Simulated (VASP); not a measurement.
A run of VASP 6.6.1 is set up as follows.

File INCAR:

```
PREC = Accurate
ENCUT = 520
EDIFF = 1E-6
ISMEAR = 0
SIGMA = 0.1
LREAL = F
LASPH = T
NELM = 100
ALGO = Normal
ISIF = 2
LWAVE = F
LCHARG = T
GGA = PE
LELF = T
LVHAR = T
NBANDS = 22
```

Contents of KPOINTS:

```
Automatic mesh
0
Gamma
  6 6 4
```

The input POSCAR:

```
HfC
1.0
    3.3161144269      0.0000000000      0.0000000000
   -1.6580572134      2.8718393356      0.0000000000
    0.0000000000      0.0000000000      5.2764904897
Hf C
2 2
Direct
    0.3333333333      0.6666666667      0.2500000000
    0.6666666667      0.3333333333      0.7500000000
    0.0000000000      0.0000000000      0.0000000000
    0.0000000000      0.0000000000      0.5000000000
```

Potentials or basis: VASP PAW PBE potentials, release 64 (Hf_pv, C).

The run is started by

```sh
$ cat potpaw_PBE.64/Hf_pv/POTCAR potpaw_PBE.64/C/POTCAR > POTCAR
$ mpirun -np 1 vasp_std > vasp.out
```

Q: Predict the pressure.

A: -0.7 GPa.

Q: Estimate the band gap on the k mesh.

A: Zero (band 14 reaches 7.38 eV, above the bottom of band 15 at 6.07 eV).

Stress tensor (GPa, compression positive):
```
-0.78  0.00  0.00
 0.00 -0.78  0.00
 0.00  0.00 -0.66
```

Caveat: the k points lie up to 0.36 Å⁻¹ apart; spin-orbit coupling is left out, which moves the levels of the heavy elements.
